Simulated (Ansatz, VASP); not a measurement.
## Au: VASP beside Ansatz

The input INCAR:

```
PREC     = Accurate       # precision mode
ENCUT    = 520            # plane-wave cutoff, eV
EDIFF    = 1E-6           # SCF threshold, eV
ISMEAR   = 0              # smearing method
SIGMA    = 0.15           # smearing width, eV
LREAL    = F              # projectors in reciprocal space
LASPH    = T              # aspherical terms in the spheres
NELM     = 60             # most SCF steps
ALGO     = Fast           # electronic algorithm
ISIF     = 2              # what is computed and relaxed
LWAVE    = F              # write WAVECAR
LCHARG   = F              # write CHGCAR
NBANDS   = 18             # bands
```

KPOINTS

```
regular mesh
0
Gamma
  22 22 12
```

Contents of POSCAR:

```
Au
1.0
    1.4113099650     -2.5559330250      0.0000000000
    1.4113099650      2.5559330250      0.0000000000
    0.0000000000      0.0000000000      4.8931696100
Au
2
Direct
    0.6653279700      0.3346720300      0.2500000000
    0.3346720300      0.6653279700      0.7500000000
```

Input for Ansatz:

```yaml
crystal:
  lattice:
    - [1.411309965, -2.555933025, 0.0]
    - [1.411309965, 2.555933025, 0.0]
    - [0.0, 0.0, 4.89316961]
  atoms:
    - { symbol: Au, position: [0.66532797, 0.33467203, 0.25] }
    - { symbol: Au, position: [0.33467203, 0.66532797, 0.75] }
basis:
  ecutwfc: 420
kpoints:
  mp_grid: { grid: [22, 22, 12] }
hamiltonian:
  xc: lda
scf:
  occupations: { method: gaussian, width: 0.15 }
output:
  forces: true
  stress: true
  eigenvalues: true
```

Alike in both runs: task single point; functional LDA; k mesh 22 × 22 × 12; occupations gaussian, width 0.15 eV; no spin polarisation.

```csv
,VASP,Ansatz
version,VASP 6.6.1,Ansatz 0.2.0
potentials or method,"VASP PAW LDA potentials, release 64 (Au), cutoff 520 eV","scalar-relativistic, plane waves, PAW"
valence electrons in the cell,22,38
```

VASP gave:

| Quantity | Value |
| --- | --- |
| gap on the k mesh at the Fermi level (eV) | none |
| pressure (GPa) | -9.2 |
| traceless stress, the component that is largest in VASP (GPa) | 1.19 |
| rms of the force components (eV/Å) | 0.004 |

Q: Which values does Ansatz return?

A: gap on the k mesh at the Fermi level (eV): none; pressure (GPa): -9.7; traceless stress, the component that is largest in VASP (GPa): 1.08; rms of the force components (eV/Å): 0.003.

LDA's correlation is that of Perdew and Zunger in VASP and of Perdew and Wang (1992) in Ansatz. Atom by atom the forces differ by 0.001 eV/Å (rms over components). A gap of «none» marks a metal or a gap that the smearing closes. VASP's potentials hold 22 valence electrons a cell and Ansatz's 38, so a difference there can come from the potentials and not from the codes.

Spin-orbit coupling is off throughout.
